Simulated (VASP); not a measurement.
# Nb (I4/mmm) in VASP: a series of runs

Nb is run at these levels: r2SCAN; tasks: single point.

All numbers are computed with VASP 6.6.1; they aren't measurements. Logs are shortened: lines on timing, memory, paths and dates and some standing lists are left out, and cuts for length are marked.

**1. The cell of the first run**

Symmetry: I4/mmm, No. 139, tetragonal system. The conventional cell has a = 2.842 Å, b = 2.842 Å, c = 4.124 Å, α = 90.00°, β = 90.00°, γ = 90.00°. Nb (site symmetry 4/mmm) has 12 Nb at 2.84 to 2.88 Å within 3.7 Å.

**2. Single point, r2SCAN (strain -0.050 along x and y, -0.025 along z)**

Contents of POSCAR:

```
Nb
1.0
    0.0000000000      2.0092500000      2.0621250000
    2.0092500000      0.0000000000      2.0621250000
    2.0092500000      2.0092500000      0.0000000000
Nb
1
Direct
    0.0000000000      0.0000000000      0.0000000000
```

Contents of INCAR.step1:

```
PREC = Accurate ; ENCUT = 520
ISMEAR = 0 ; SIGMA = 0.15
LREAL = F ; LASPH = T
NELM = 100 ; NBANDS = 12
GGA = PE ; ALGO = Normal
EDIFF = 1E-4 ; LWAVE = T
LCHARG = F
```

Contents of INCAR.step2:

```
PREC = Accurate ; ENCUT = 520
EDIFF = 1E-6 ; ISMEAR = 0
SIGMA = 0.15 ; LREAL = F
LASPH = T ; NELM = 100
ALGO = Normal ; ISIF = 2
LWAVE = F ; LCHARG = T
METAGGA = R2SCAN ; LMIXTAU = T
LELF = T ; LVHAR = T
NBANDS = 12 ; ISTART = 1
```

Contents of KPOINTS:

```
Automatic mesh
0
Gamma
  20 20 20
```

Potentials or basis: VASP PAW PBE potentials, release 64 (Nb_sv).

The run is started by

```
> cat potpaw_PBE.64/Nb_sv/POTCAR > POTCAR
> cp INCAR.step1 INCAR
> mpirun -np 1 vasp_std > vasp.out
> cp INCAR.step2 INCAR
> mpirun -np 1 vasp_std > vasp.out
```

OUTCAR:

```text
PREC = Accurate
   ENCUT = 520
   EDIFF = 1E-6
   ISMEAR = 0
   LREAL = F
   LASPH = T
   NELM = 100
   ISIF = 2
   METAGGA = R2SCAN
   ISTART = 1

 ion  position               nearest neighbor table
   1  0.000  0.000  0.000-

  LATTYP: Found a body centered tetragonal cell.
 ALAT       =     2.8415086002
 C/A-ratio  =     1.4514297088

  Lattice vectors:

 A1 = (  -2.0092500000,   0.0000000000,   2.0621250000)
 A2 = (   2.0092500000,   0.0000000000,   2.0621250000)
 A3 = (   0.0000000000,   2.0092500000,  -2.0621250000)

Analysis of symmetry for initial positions (statically):
=====================================================================
 Subroutine PRICEL returns:
 Original cell was already a primitive cell.

 Routine SETGRP: Setting up the symmetry group for a
 body centered tetragonal supercell.

 Subroutine GETGRP returns: Found 16 space group operations
 (whereof 16 operations were pure point group operations)
 out of a pool of 16 trial point group operations.

The static configuration has the point symmetry D_4h.

Analysis of symmetry for dynamics (positions and initial velocities):
=====================================================================
 Subroutine PRICEL returns:
 Original cell was already a primitive cell.

 Routine SETGRP: Setting up the symmetry group for a
 body centered tetragonal supercell.

 Subroutine GETGRP returns: Found 16 space group operations
 (whereof 16 operations were pure point group operations)
 out of a pool of 16 trial point group operations.

The dynamic configuration has the point symmetry D_4h.

 Subroutine INISYM returns: Found 16 space group operations
 (whereof 16 operations are pure point group operations),
 and found     1 'primitive' translations

----------------------------------------------------------------------------------------

                                     Primitive cell

  volume of cell :      16.6500

  direct lattice vectors                    reciprocal lattice vectors
     0.000000000  2.009250000  2.062125000    -0.248849073  0.248849073  0.242468328
     2.009250000  0.000000000  2.062125000     0.248849073 -0.248849073  0.242468328
     2.009250000  2.009250000  0.000000000     0.248849073  0.248849073 -0.242468328

  length of vectors
     2.879139642  2.879139642  2.841508600     0.427367070  0.427367070  0.427367070

  position of ions in fractional coordinates (direct lattice)
     0.000000000  0.000000000  0.000000000

  ion indices of the primitive-cell ions
   primitive index   ion index
                 1           1

----------------------------------------------------------------------------------------

 KPOINTS: Automatic mesh

Automatic generation of k-mesh.
 Grid dimensions read from file:
 generate k-points for:   20   20   20

 Generating k-lattice:

  Cartesian coordinates                     Fractional coordinates (reciprocal lattice)
    -0.012442454  0.012442454  0.012123416     0.050000000 -0.000000000  0.000000000
     0.012442454 -0.012442454  0.012123416    -0.000000000  0.050000000  0.000000000
     0.012442454  0.012442454 -0.012123416     0.000000000  0.000000000  0.050000000

  Length of vectors
     0.021368353  0.021368353  0.021368353

  Shift w.r.t. Gamma in fractional coordinates (k-lattice)
     0.000000000  0.000000000  0.000000000

 Subroutine IBZKPT returns following result:
 ===========================================

 Found    641 irreducible k-points:

 Following reciprocal coordinates:
            Coordinates               Weight
  0.000000  0.000000  0.000000      1.000000
  0.050000  0.000000  0.000000      8.000000
  0.100000  0.000000  0.000000      8.000000
  0.150000  0.000000  0.000000      8.000000
  0.200000  0.000000  0.000000      8.000000
  0.250000  0.000000  0.000000      8.000000
[... 16 lines left out ...]
 -0.400000  0.050000  0.000000      8.000000
 -0.350000  0.050000  0.000000      8.000000
 [... further k-points ...]
   k-points           NKPTS =    641   k-points in BZ     NKDIM =    641   number of bands    NBANDS=     12
   number of dos      NEDOS =    301   number of ions     NIONS =      1
   total plane-waves  NPLWV =  13824
   dimension x,y,z NGX =    24 NGY =   24 NGZ =   24
   dimension x,y,z NGXF=    48 NGYF=   48 NGZF=   48
   ions per type =               1
   NGX,Y,Z   is equivalent  to a cutoff of  13.86, 13.86, 14.04 a.u.
   NGXF,Y,Z  is equivalent  to a cutoff of  27.72, 27.72, 28.08 a.u.
 SYSTEM =  unknown system
   PREC   = accura    normal or accurate (medium, high low for compatibility)
   ISTART =      1    job   : 0-new  1-cont  2-samecut
   ICHARG =      0    charge: 1-file 2-atom 10-const
   ISPIN  =      1    spin polarized calculation?
   LNONCOLLINEAR =      F non collinear calculations
   LSORBIT =      F    spin-orbit coupling
   LASPH  =      T    aspherical Exc in radial PAW
   ENCUT  =  520.0 eV  38.22 Ry    6.18 a.u.   5.35  5.35  5.28*2*pi/ulx,y,z
   NELM   =    100;   NELMIN=  2; NELMDL=  0     # of ELM steps
   EDIFF  = 0.1E-05   stopping-criterion for ELM
   LREAL  =      F    real-space projection
   EDIFFG = 0.1E-04   stopping-criterion for IOM
   NSW    =      0    number of steps for IOM
   IBRION =     -1    ionic relax: 0-MD 1-quasi-New 2-CG
   NFREE  =      0    steps in history (QN), initial steepest desc. (CG)
   ISIF   =      2    stress and relaxation
   ISYM   =      2    0-nonsym 1-usesym 2-fastsym
   POTIM  = 0.5000    time-step for ionic-motion
   TEBEG  =    0.0;   TEEND  =   0.0 temperature during run
   PSTRESS=    0.0 pullay stress
   NELECT =      13.0000    total number of electrons
   NUPDOWN=      -1.0000    fix difference up-down
   EMIN   =  10.00;   EMAX   =-10.00  energy-range for DOS
   EFERMI =   0.00;   METHOD = LEGACY
   ISMEAR =     0;   SIGMA  =   0.15  broadening in eV -4-tet -1-fermi 0-gaus
   EFERMI_NEDOS =   21; number of points for ismear=-14 and -15
   IALGO  =     38    algorithm
   IMIX   =      4    mixing-type and parameters
     AMIX     =   0.40;   BMIX     =  1.00
     AMIX_MAG =   1.60;   BMIX_MAG =  1.00
  volume/ion in A,a.u.               =      16.65       112.36
  Fermi-wavevector in a.u.,A,eV,Ry     =   1.507480  2.848725 30.919195  2.272497
  Thomas-Fermi vector in A             =   2.618061
   LORBIT       =      0    0 simple, 1 ext, 2 COOP (PROOUT), +10 PAW based schemes
   METAGGA = R2SCAN    functional components
   LHFCALC =     F    Hartree Fock is set to
   AEXX    =    0.0000 exact exchange contribution
   IVDW    =     0    specifies the selected vdW correction
   LEPSILON=     F    determine dielectric tensor
   LRPA    =     F    only Hartree local field effects (RPA)
 non-spin polarized calculation
 Gauss-broadening in eV      SIGMA  =   0.15
  energy-cutoff  :      520.00
  volume of cell :       16.65
 maximum number of plane-waves:       462
 NGX is ok and might be reduce to    24
   NGX = 11   NGY = 11   NGZ = 11

 number of electron      13.0000000 magnetization

 Free energy of the ion-electron system (eV)
  ---------------------------------------------------
  ext. energy  EPLUGINS =         0.00000000
  ---------------------------------------------------
  free energy    TOTEN  =       -24.39202246 eV

  energy without entropy =      -24.37797715  energy(sigma->0) =      -24.38499980

 E-fermi :  12.7303     XC(G=0): -14.0796

 val. band max:       12.7274015949   @ k =  -0.3500  -0.0000   0.1500
 cond. band min:      12.7333653514   @ k =   0.4500   0.0000   0.1500
 fundamental gap:      0.0059637565
 Fermi energy:        12.7302938715

 k-point     1 :       0.0000    0.0000    0.0000
  band No.  band energies     occupation
      1     -43.8013      2.00000
      2     -18.1604      2.00000
      3     -18.1450      2.00000
      4     -18.1450      2.00000
      5       5.8884      2.00000
      6      12.5033      1.96769
      7      12.8958      0.11857
      8      12.8958      0.11857
      9      15.7707      0.00000
     10      16.3112      0.00000
     11      25.0623      0.00000
     12      30.2194      0.00000

 k-point     2 :       0.0500    0.0000    0.0000
  band No.  band energies     occupation
      1     -43.7932      2.00000
      2     -18.2002      2.00000
      3     -18.1609      2.00000
      4     -18.1500      2.00000
      5       6.0019      2.00000
      6      12.5001      1.96998
      7      12.8539      0.24369
      8      12.9489      0.03932
      9      15.7235      0.00000
     10      16.2517      0.00000
     11      25.3002      0.00000
     12      30.1188      0.00000

 k-point     3 :       0.1000    0.0000    0.0000
  band No.  band energies     occupation
      1     -43.7696      2.00000
      2     -18.3404      2.00000
      3     -18.1808      2.00000
      4     -18.1644      2.00000
      5       6.3280      2.00000
      6      12.3645      1.99944
      7      12.8748      0.17294
      8      13.0938      0.00061
      9      15.6137      0.00000
     10      16.1023      0.00000
     11      25.9527      0.00000
     12      29.3274      0.00000
[... 286 lines left out ...]
 k-point    23 :      -0.4000    0.0500    0.0000
  band No.  band energies     occupation
      1     -43.4776      2.00000
      2     -19.8678      2.00000
      3     -18.4429      2.00000
      4     -18.3252      2.00000
      5       8.3316      2.00000
      6      12.3649      1.99943
      7      12.9371      0.05122
      8      13.7354      0.00000
      9      17.6095      0.00000
     10      18.4966      0.00000
     11      24.6795      0.00000
     12      27.0949      0.00000

 k-point    24 :      -0.3500    0.0500    0.0000
  band No.  band energies     occupation
      1     -43.5114      2.00000
      2     -19.7040      2.00000
      3     -18.4224      2.00000
      4     -18.2995      2.00000
      5       8.3846      2.00000
      6      12.5453      1.91883
      7      12.9915      0.01378
      8      13.0822      0.00091
      9      16.9911      0.00000
     10      17.9626      0.00000
     11      24.8041      0.00000
     12      28.4827      0.00000

 [... further k-points ...]

------------------------ aborting loop because EDIFF is reached ----------------------------------------

  FORCE on cell =-STRESS in cart. coord.  units (eV):
  Direction    XX          YY          ZZ          XY          YZ          ZX
  --------------------------------------------------------------------------------------
  -------------------------------------------------------------------------------------
  Total        2.0799404      2.0799404      3.1422057      0.0000000     -0.0000000      0.0000000
  in kB      200.1467505    200.1467505    302.3655162      0.0000000     -0.0000000      0.0000000
  external PRESSURE =     234.2196724 kB  Pullay stress =       0.0000000 kB

 VOLUME and BASIS-vectors are now :
 -----------------------------------------------------------------------------
  energy-cutoff  :      520.00
  volume of cell :       16.65
      direct lattice vectors                 reciprocal lattice vectors
     0.000000000  2.009250000  2.062125000    -0.248849073  0.248849073  0.242468328
     2.009250000  0.000000000  2.062125000     0.248849073 -0.248849073  0.242468328
     2.009250000  2.009250000  0.000000000     0.248849073  0.248849073 -0.242468328

 POSITION                                       TOTAL-FORCE (eV/Angst)
 -----------------------------------------------------------------------------------
      0.00000      0.00000      0.00000         0.000000     -0.000000      0.000000
 -----------------------------------------------------------------------------------
    total drift:                               -0.000000     -0.000000      0.000000

  FREE ENERGIE OF THE ION-ELECTRON SYSTEM (eV)
  ---------------------------------------------------
  free  energy   TOTEN  =       -24.3920224559 eV

  energy  without entropy=      -24.3779771507  energy(sigma->0) =      -24.38499980
```

Run time: 7.7 min. Hardware: 1 thread of AMD EPYC 9R14 (Zen 4), shared host; peak memory 0.22 GiB.

Results:

| Item | Value |
| --- | --- |
| Free energy | -24.3920 eV |
| Pressure | 23.4 GPa |
| Band gap on the k mesh | zero (an odd number of electrons rules out a gap without spin polarisation) |

Levels at points of the mesh, in eV from the Fermi level:
```csv
k point,band 2,band 3,band 4,band 5,band 6,band 7,band 8,band 9,band 10,band 11
"(0.00, 0.00, 0.00)",-30.89,-30.88,-30.88,-6.84,-0.23,0.17,0.17,3.04,3.58,12.33
"(0.50, 0.00, 0.00)",-32.72,-31.15,-31.07,-4.55,-0.38,0.04,1.81,5.55,5.74,12.17
"(0.50, 0.50, 0.00)",-32.59,-31.47,-31.47,-4.98,-4.17,4.15,5.74,6.29,6.29,13.18
"(0.50, 0.00, 0.50)",-32.59,-31.59,-31.51,-5.00,-4.21,4.68,5.66,6.11,6.47,12.53
```

Caveat: the cell differs from its parent crystal (strain -0.050 along x and y, -0.025 along z); the cell stands under pressure; the PAW data sets were made with another functional, which shifts forces and pressure a little.

**3. Single point, r2SCAN (strain -0.050 along x and y, +0.000 along z)**

Contents of POSCAR:

```
Nb
1.0
    0.0000000000      2.0092500000      2.1150000000
    2.0092500000      0.0000000000      2.1150000000
    2.0092500000      2.0092500000      0.0000000000
Nb
1
Direct
    0.0000000000      0.0000000000      0.0000000000
```

Contents of INCAR.step1:

```
PREC = Accurate
ENCUT = 520
ISMEAR = 0
SIGMA = 0.15
LREAL = F
LASPH = T
NELM = 100
NBANDS = 12
GGA = PE
ALGO = Normal
EDIFF = 1E-4
LWAVE = T
LCHARG = F
```

Contents of INCAR.step2:

```
PREC = Accurate
ENCUT = 520
EDIFF = 1E-6
ISMEAR = 0
SIGMA = 0.15
LREAL = F
LASPH = T
NELM = 100
ALGO = Normal
ISIF = 2
LWAVE = F
LCHARG = F
METAGGA = R2SCAN
LMIXTAU = T
NBANDS = 12
ISTART = 1
```

KPOINTS is that of step 2.

Potentials or basis: VASP PAW PBE potentials, release 64 (Nb_sv).

The run is started by

```
> cat potpaw_PBE.64/Nb_sv/POTCAR > POTCAR
> cp INCAR.step1 INCAR
> mpirun -np 1 vasp_std > vasp.out
> cp INCAR.step2 INCAR
> mpirun -np 1 vasp_std > vasp.out
```

OUTCAR:

```text
PREC = Accurate
   ENCUT = 520
   EDIFF = 1E-6
   ISMEAR = 0
   LREAL = F
   LASPH = T
   NELM = 100
   ISIF = 2
   METAGGA = R2SCAN
   ISTART = 1

 ion  position               nearest neighbor table
   1  0.000  0.000  0.000-

  LATTYP: Found a body centered tetragonal cell.
 ALAT       =     2.8415086002
 C/A-ratio  =     1.4886458551

  Lattice vectors:

 A1 = (  -2.0092500000,   0.0000000000,   2.1150000000)
 A2 = (   2.0092500000,   0.0000000000,   2.1150000000)
 A3 = (   0.0000000000,   2.0092500000,  -2.1150000000)

Analysis of symmetry for initial positions (statically):
=====================================================================
 Subroutine PRICEL returns:
 Original cell was already a primitive cell.

 Routine SETGRP: Setting up the symmetry group for a
 body centered tetragonal supercell.

 Subroutine GETGRP returns: Found 16 space group operations
 (whereof 16 operations were pure point group operations)
 out of a pool of 16 trial point group operations.

The static configuration has the point symmetry D_4h.

[... 167 lines left out ...]
  band No.  band energies     occupation
      1     -44.1970      2.00000
      2     -18.6376      2.00000
      3     -18.6030      2.00000
      4     -18.6030      2.00000
      5       5.5421      2.00000
      6      11.9150      1.99988
      7      12.6753      0.00087
      8      12.6753      0.00087
      9      15.0360      0.00000
     10      16.0834      0.00000
     11      24.6966      0.00000
     12      29.1495      0.00000
[... 331 lines left out ...]
 k-point    24 :      -0.3500    0.0500    0.0000
  band No.  band energies     occupation
      1     -43.9324      2.00000
      2     -20.0645      2.00000
      3     -18.8942      2.00000
      4     -18.7231      2.00000
      5       8.0784      2.00000
      6      12.0332      1.99357
      7      12.5294      0.05076
      8      12.9184      0.00000
      9      16.4946      0.00000
     10      17.4627      0.00000
     11      24.3158      0.00000
     12      27.7153      0.00000

 [... further k-points ...]

------------------------ aborting loop because EDIFF is reached ----------------------------------------

  FORCE on cell =-STRESS in cart. coord.  units (eV):
  Direction    XX          YY          ZZ          XY          YZ          ZX
  --------------------------------------------------------------------------------------
  -------------------------------------------------------------------------------------
  Total        1.2528506      1.2528506      2.9083266      0.0000000      0.0000000      0.0000000
  in kB      117.5442920    117.5442920    272.8634969      0.0000000      0.0000000      0.0000000
  external PRESSURE =     169.3173603 kB  Pullay stress =       0.0000000 kB

 VOLUME and BASIS-vectors are now :
 -----------------------------------------------------------------------------
  energy-cutoff  :      520.00
  volume of cell :       17.08
      direct lattice vectors                 reciprocal lattice vectors
     0.000000000  2.009250000  2.115000000    -0.248849073  0.248849073  0.236406619
     2.009250000  0.000000000  2.115000000     0.248849073 -0.248849073  0.236406619
     2.009250000  2.009250000  0.000000000     0.248849073  0.248849073 -0.236406619

 POSITION                                       TOTAL-FORCE (eV/Angst)
 -----------------------------------------------------------------------------------
      0.00000      0.00000      0.00000         0.000000      0.000000      0.000000
 -----------------------------------------------------------------------------------
    total drift:                               -0.000000      0.000000      0.000000

  FREE ENERGIE OF THE ION-ELECTRON SYSTEM (eV)
  ---------------------------------------------------
  free  energy   TOTEN  =       -24.4694783881 eV

  energy  without entropy=      -24.4558842613  energy(sigma->0) =      -24.46268132
```

OUTCAR.step1:

```text
PREC = Accurate
   ENCUT = 520
   ISMEAR = 0
   LREAL = F
   LASPH = T
[... 577 lines left out ...]

 POSITION                                       TOTAL-FORCE (eV/Angst)
 -----------------------------------------------------------------------------------
      0.00000      0.00000      0.00000         0.000000     -0.000000     -0.000000
 -----------------------------------------------------------------------------------
    total drift:                               -0.000000      0.000000      0.000000

  FREE ENERGIE OF THE ION-ELECTRON SYSTEM (eV)
  ---------------------------------------------------
  free  energy   TOTEN  =        -9.8447115161 eV

  energy  without entropy=       -9.8295994911  energy(sigma->0) =       -9.83715550
```

Wall time 7.3 min (1 thread of AMD EPYC 9R14 (Zen 4), shared host); peak memory 0.22 GiB.

What came out:

| Property | Result |
| --- | --- |
| Free energy | -24.4695 eV |
| Pressure | 16.9 GPa |
| Band gap on the k mesh | zero (an odd number of electrons rules out a gap without spin polarisation) |

Levels at points of the mesh, in eV from the Fermi level:
```tsv
k point	band 2	band 3	band 4	band 5	band 6	band 7	band 8	band 9	band 10	band 11
(0.00, 0.00, 0.00)	-30.96	-30.93	-30.93	-6.78	-0.41	0.35	0.35	2.71	3.76	12.37
(0.50, 0.00, 0.00)	-32.64	-31.22	-31.08	-4.43	-0.49	0.30	1.70	5.33	5.68	12.15
(0.50, 0.50, 0.00)	-32.52	-31.43	-31.43	-4.77	-3.97	3.64	5.65	6.11	6.11	13.23
(0.50, 0.00, 0.50)	-32.52	-31.66	-31.50	-4.81	-4.03	4.67	5.47	5.76	6.48	11.97
```

Caveat: the cell differs from its parent crystal (strain -0.050 along x and y, +0.000 along z); the cell stands under pressure; the PAW data sets were made with another functional, which shifts forces and pressure a little.

(Part 1 of 2 ends here.)
